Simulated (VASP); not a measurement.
Sc:

```
Sc
1.0
     3.20196    0.00000    0.00000
     1.50211    2.84414    0.00000
     1.54899    0.92645    2.67418
Sc
1
Direct
  0.00000 0.00000 0.00000
```

| Item | Value |
| --- | --- |
| Program | VASP 6.6.1 |
| Task | relaxation of cell and atoms |
| Functional | PBEsol |
| Potentials or basis | VASP PAW PBE potentials, release 64 (Sc_sv) |
| Cutoff | 600 eV |
| k mesh | 10 × 10 × 10 |
| Occupations | fermi-dirac, width 0.05 eV |
| Spin | no spin polarisation |

At the start: pressure -1.5 GPa; volume 24.35 Å³/atom.

Problem. Where does the relaxation end?

Solution. Over 11 steps the energy falls by 8.5 meV/atom and the volume is 23.67 Å³/atom (-2.8 %); space group R-3m (No. 166, to 0.1 Å) before, Fm-3m (No. 225, to 0.1 Å).

The path:
| step | energy change (eV) | largest force (eV/Å) | pressure (GPa) | volume (Å³) |
| --- | --- | --- | --- | --- |
| 1 | 0.0000 | 0.0000 | -1.48 | 24.35 |
| 2 | -0.0070 | 0.0000 | 0.22 | 23.56 |
| 3 | -0.0071 | 0.0000 | 0.34 | 23.47 |
| 4 | -0.0068 | 0.0000 | 0.87 | 23.27 |
| 5 | -0.0071 | 0.0000 | 0.54 | 23.42 |
| 6 | -0.0083 | 0.0000 | 0.22 | 23.54 |
| 7 | -0.0084 | 0.0000 | 0.13 | 23.58 |
| 8 | -0.0084 | 0.0000 | 0.12 | 23.59 |
| 9 | -0.0085 | 0.0000 | 0.00 | 23.65 |
| 10 | -0.0085 | 0.0000 | -0.10 | 23.68 |
| 11 | -0.0085 | 0.0000 | -0.04 | 23.67 |

Final structure:
```xyz
1
Lattice="3.2189 0.0506 0.0200 1.5550 2.8188 0.0252 1.5886 0.9499 2.6463" Properties=species:S:1:pos:R:3 pbc="T T T"
Sc    0.0000    0.0000    0.0000
```

Caveat: the PAW data sets were made with another functional, which shifts forces and pressure a little.
